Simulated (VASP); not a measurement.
# BN (P1) in VASP: single point with PBE

Aim: the single point of BN with PBE.

Program: VASP 6.6.1. These are calculated values, not measurements. Logs are shortened: lines on timing, memory, paths and dates and some standing lists are left out, and cuts for length are marked.

## Step 1: The cell of the first run

The typed cell holds 2 atoms: a = 2.508 Å, b = 2.508 Å, c = 3.274 Å, α = 101.11°, β = 101.11°, γ = 119.81°.

## Step 2: Single point, PBE

INCAR reads:

```
SYSTEM = BN
ALGO = Normal
EDIFF = 1E-6
ENCUT = 600
GGA = PE
GGA_COMPAT = .FALSE.
ISIF = 2
ISMEAR = 0
LASPH = .TRUE.
LCHARG = .FALSE.
LREAL = .FALSE.
LWAVE = .FALSE.
NBANDS = 11
NELM = 120
PREC = Accurate
SIGMA = 0.01
```

KPOINTS reads:

```
k-points
0
G
  6 6 4
  0 0 0
```

POSCAR reads:

```
BN
1.0
    2.5080409239      0.0000000000      0.0000000000
   -1.2467107647      2.1762310413      0.0000000000
   -0.6306650796     -1.0881155206      3.0225400000
N B
1 1
Direct
    0.6685060000      0.3323850000      0.9849990000
    0.9796430000      0.9834990000      0.0018060000
```

Potentials or basis: VASP PAW PBE potentials, release 64 (N, B).

Launch:

```console
$ cat potpaw_PBE.64/N/POTCAR potpaw_PBE.64/B/POTCAR > POTCAR
$ mpirun -np 1 vasp_std > vasp.out
```

OUTCAR:

```text
SYSTEM = BN
   EDIFF = 1E-6
   ENCUT = 600
   GGA = PE
   ISIF = 2
   ISMEAR = 0
   LASPH = .TRUE.
   LREAL = .FALSE.
   NELM = 120
   PREC = Accurate

 ion  position               nearest neighbor table
   1  0.669  0.332  0.985-   2 1.40   2 1.43   2 1.52
   2  0.980  0.983  0.002-   1 1.40   1 1.43   1 1.52

  LATTYP: Found a face centered orthorhombic cell.
 ALAT       =     2.5153400000
 B/A-ratio  =     1.7253460765
 C/A-ratio  =     2.4032854405

  Lattice vectors:

 A1 = (  -1.8773758443,   1.0881155207,   3.0225400000)
 A2 = (   0.6306650796,   1.0881155207,   3.0225400000)
 A3 = (  -1.2467107647,   2.1762310413,   0.0000000000)

Analysis of symmetry for initial positions (statically):
=====================================================================
 Subroutine PRICEL returns:
 Original cell was already a primitive cell.

 Routine SETGRP: Setting up the symmetry group for a
 face centered orthorhombic supercell.

 Subroutine GETGRP returns: Found  1 space group operations
 (whereof  1 operations were pure point group operations)
 out of a pool of  8 trial point group operations.

The static configuration has the point symmetry C_1 .

Analysis of symmetry for dynamics (positions and initial velocities):
=====================================================================
 Subroutine PRICEL returns:
 Original cell was already a primitive cell.

 Routine SETGRP: Setting up the symmetry group for a
 face centered orthorhombic supercell.

 Subroutine GETGRP returns: Found  1 space group operations
 (whereof  1 operations were pure point group operations)
 out of a pool of  8 trial point group operations.

The dynamic configuration has the point symmetry C_1 .

 Subroutine INISYM returns: Found  1 space group operations
 (whereof  1 operations are pure point group operations),
 and found     1 'primitive' translations

----------------------------------------------------------------------------------------

                                     Primitive cell

  volume of cell :      16.4973

  direct lattice vectors                    reciprocal lattice vectors
     2.508040924  0.000000000  0.000000000     0.398717577  0.228415773  0.165423783
    -1.246710765  2.176231041  0.000000000     0.000000000  0.459510034  0.165423783
    -0.630665080 -1.088115521  3.022540000     0.000000000  0.000000000  0.330847565

  length of vectors
     2.508040924  2.508040924  3.273756540     0.488379462  0.488379462  0.330847565

  position of ions in fractional coordinates (direct lattice)
     0.668506000  0.332385000  0.984999000
     0.979643000  0.983499000  0.001806000

  ion indices of the primitive-cell ions
   primitive index   ion index
                 1           1
                 2           2

----------------------------------------------------------------------------------------

 KPOINTS: k-points

Automatic generation of k-mesh.
 Grid dimensions read from file:
 generate k-points for:    6    6    4

 Generating k-lattice:

  Cartesian coordinates                     Fractional coordinates (reciprocal lattice)
     0.066452929  0.038069295  0.027570630     0.166666667 -0.000000000  0.000000000
     0.000000000  0.076585006  0.027570630     0.000000000  0.166666667  0.000000000
     0.000000000  0.000000000  0.082711891     0.000000000  0.000000000  0.250000000

  Length of vectors
     0.081396577  0.081396577  0.082711891

  Shift w.r.t. Gamma in fractional coordinates (k-lattice)
     0.000000000  0.000000000  0.000000000

 -----------------------------------------------------------------------------
|                                                                             |
|           W    W    AA    RRRRR   N    N  II  N    N   GGGG   !!!           |
|           W    W   A  A   R    R  NN   N  II  NN   N  G    G  !!!           |
|           W    W  A    A  R    R  N N  N  II  N N  N  G       !!!           |
|           W WW W  AAAAAA  RRRRR   N  N N  II  N  N N  G  GGG   !            |
|           WW  WW  A    A  R   R   N   NN  II  N   NN  G    G                |
|           W    W  A    A  R    R  N    N  II  N    N   GGGG   !!!           |
|                                                                             |
|     Your reciprocal lattice and k-lattice belong to different lattice       |
|     classes:                                                                |
|                                                                             |
|        The reciprocal lattice is body-centered orthorhombic,                |
|        whereas your k-lattice is base-centered monoclinic.                  |
|                                                                             |
|     Results are often still useful ...                                      |
|                                                                             |
 -----------------------------------------------------------------------------

 WARNING: IBZKPT: internal override: KBLOWUP is changed to .FALSE.
      ... skipping the blow-up phase ...

 Subroutine IBZKPT returns following result:
 ===========================================

 Found     76 irreducible k-points:

 Following reciprocal coordinates:
            Coordinates               Weight
  0.000000  0.000000  0.000000      1.000000
  0.166667  0.000000  0.000000      2.000000
  0.333333  0.000000  0.000000      2.000000
  0.500000  0.000000  0.000000      1.000000
  0.000000  0.166667  0.000000      2.000000
  0.166667  0.166667  0.000000      2.000000
[... 16 lines left out ...]
  0.333333  0.000000  0.250000      2.000000
  0.500000  0.000000  0.250000      2.000000
 [... further k-points ...]
   k-points           NKPTS =     76   k-points in BZ     NKDIM =     76   number of bands    NBANDS=     11
   number of dos      NEDOS =    301   number of ions     NIONS =      2
   total plane-waves  NPLWV =  11200
   dimension x,y,z NGX =    20 NGY =   20 NGZ =   28
   dimension x,y,z NGXF=    40 NGYF=   40 NGZF=   56
   ions per type =               1   1
   NGX,Y,Z   is equivalent  to a cutoff of  13.26, 13.26, 14.22 a.u.
   NGXF,Y,Z  is equivalent  to a cutoff of  26.51, 26.51, 28.44 a.u.
 SYSTEM =  BN
   PREC   = accura    normal or accurate (medium, high low for compatibility)
   ISTART =      0    job   : 0-new  1-cont  2-samecut
   ICHARG =      2    charge: 1-file 2-atom 10-const
   ISPIN  =      1    spin polarized calculation?
   LNONCOLLINEAR =      F non collinear calculations
   LSORBIT =      F    spin-orbit coupling
   LASPH  =      T    aspherical Exc in radial PAW
   ENCUT  =  600.0 eV  44.10 Ry    6.64 a.u.   5.01  5.01  6.54*2*pi/ulx,y,z
   NELM   =    120;   NELMIN=  2; NELMDL= -5     # of ELM steps
   EDIFF  = 0.1E-05   stopping-criterion for ELM
   LREAL  =      F    real-space projection
   EDIFFG = 0.1E-04   stopping-criterion for IOM
   NSW    =      0    number of steps for IOM
   IBRION =     -1    ionic relax: 0-MD 1-quasi-New 2-CG
   NFREE  =      0    steps in history (QN), initial steepest desc. (CG)
   ISIF   =      2    stress and relaxation
   ISYM   =      2    0-nonsym 1-usesym 2-fastsym
   POTIM  = 0.5000    time-step for ionic-motion
   TEBEG  =    0.0;   TEEND  =   0.0 temperature during run
   PSTRESS=    0.0 pullay stress
   NELECT =       8.0000    total number of electrons
   NUPDOWN=      -1.0000    fix difference up-down
   EMIN   =  10.00;   EMAX   =-10.00  energy-range for DOS
   EFERMI =   0.00;   METHOD = LEGACY
   ISMEAR =     0;   SIGMA  =   0.01  broadening in eV -4-tet -1-fermi 0-gaus
   EFERMI_NEDOS =   21; number of points for ismear=-14 and -15
   IALGO  =     38    algorithm
   IMIX   =      4    mixing-type and parameters
     AMIX     =   0.40;   BMIX     =  1.00
     AMIX_MAG =   1.60;   BMIX_MAG =  1.00
  volume/ion in A,a.u.               =       8.25        55.66
  Fermi-wavevector in a.u.,A,eV,Ry     =   1.286178  2.430523 22.507475  1.654253
  Thomas-Fermi vector in A             =   2.418268
   LORBIT       =      0    0 simple, 1 ext, 2 COOP (PROOUT), +10 PAW based schemes
   GGA     = PE    functional components
   LHFCALC =     F    Hartree Fock is set to
   AEXX    =    0.0000 exact exchange contribution
   IVDW    =     0    specifies the selected vdW correction
   LEPSILON=     F    determine dielectric tensor
   LRPA    =     F    only Hartree local field effects (RPA)
 non-spin polarized calculation
 Gauss-broadening in eV      SIGMA  =   0.01
  energy-cutoff  :      600.00
  volume of cell :       16.50
 maximum number of plane-waves:       563
   NGX =  9   NGY =  9   NGZ = 13

 number of electron       8.0000000 magnetization

 Free energy of the ion-electron system (eV)
  ---------------------------------------------------
  ext. energy  EPLUGINS =         0.00000000
  ---------------------------------------------------
  free energy    TOTEN  =       -17.40949111 eV

  energy without entropy =      -17.40949111  energy(sigma->0) =      -17.40949111

 E-fermi :   3.3266     XC(G=0): -10.6848

 val. band max:        3.2604093222   @ k =   0.5000   0.5000   0.0000
 cond. band min:       6.2535560451   @ k =   0.5000   0.5000   0.5000
 fundamental gap:      2.9931467229
 Fermi energy:         3.3266015931

 k-point     1 :       0.0000    0.0000    0.0000
  band No.  band energies     occupation
      1     -14.8652      2.00000
      2      -0.3775      2.00000
      3       0.9432      2.00000
      4       2.5630      2.00000
      5       8.8970      0.00000
      6      13.5976      0.00000
      7      15.6970      0.00000
      8      16.3092      0.00000
      9      18.2798      0.00000
     10      28.7169      0.00000
     11      30.5560      0.00000

 k-point     2 :       0.1667    0.0000    0.0000
  band No.  band energies     occupation
      1     -14.2823      2.00000
      2      -0.1062      2.00000
      3       0.1127      2.00000
      4       0.4737      2.00000
      5      10.1732      0.00000
      6      13.8416      0.00000
      7      14.6212      0.00000
      8      17.7263      0.00000
      9      19.5339      0.00000
     10      25.4945      0.00000
     11      29.3731      0.00000
[... 295 lines left out ...]
 k-point    24 :       0.5000    0.0000    0.2500
  band No.  band energies     occupation
      1     -11.4497      2.00000
      2      -5.6491      2.00000
      3      -1.4450      2.00000
      4       1.6783      2.00000
      5       8.7372      0.00000
      6      12.5994      0.00000
      7      16.8268      0.00000
      8      20.0328      0.00000
      9      24.5351      0.00000
     10      25.1997      0.00000
     11      26.8573      0.00000

 [... further k-points ...]
[... 5 lines left out ...]
  --------------------------------------------------------------------------------------
  -------------------------------------------------------------------------------------
  Total       -0.2769978      0.9512001      0.8298300     -0.5129893      0.1190957      0.0554724
  in kB      -26.9014196     92.3784760     80.5912782    -49.8203972     11.5663105      5.3873549
  external PRESSURE =      48.6894448 kB  Pullay stress =       0.0000000 kB

 VOLUME and BASIS-vectors are now :
 -----------------------------------------------------------------------------
  energy-cutoff  :      600.00
  volume of cell :       16.50
      direct lattice vectors                 reciprocal lattice vectors
     2.508040924  0.000000000  0.000000000     0.398717577  0.228415773  0.165423783
    -1.246710765  2.176231041  0.000000000     0.000000000  0.459510034  0.165423783
    -0.630665080 -1.088115521  3.022540000     0.000000000  0.000000000  0.330847565

 POSITION                                       TOTAL-FORCE (eV/Angst)
 -----------------------------------------------------------------------------------
      0.64105     -0.34845      2.97720        -1.656702     -2.081593      0.591815
      1.22971      2.13836      0.00546         1.656702      2.081593     -0.591815
 -----------------------------------------------------------------------------------
    total drift:                               -0.000253     -0.000061     -0.000154

  FREE ENERGIE OF THE ION-ELECTRON SYSTEM (eV)
  ---------------------------------------------------
  free  energy   TOTEN  =       -17.4094911090 eV

  energy  without entropy=      -17.4094911090  energy(sigma->0) =      -17.40949111
```

Wall time 15 s (1 thread of Intel Xeon 8259CL, shared host); peak memory 0.14 GiB.

Results:

```
Free energy            : -17.4095 eV
Pressure               : 4.9 GPa
Largest force          : 2.725 eV/Å
Band gap on the k mesh : 2.99 eV, indirect (least direct gap 4.51 eV)
```

Forces on the atoms (eV/Å):
```
N   -1.657 -2.082  0.592
B    1.657  2.082 -0.592
```

Stress tensor (GPa, compression positive):
```
-2.69 -4.98  0.54
-4.98  9.24  1.16
 0.54  1.16  8.06
```

Caveat: the k points lie up to 0.52 Å⁻¹ apart; forces of over 1 eV/Å act on the atoms, so gaps and moduli don't describe the material at rest. A hybrid or GW would open this gap; PBE tends to underestimate it.
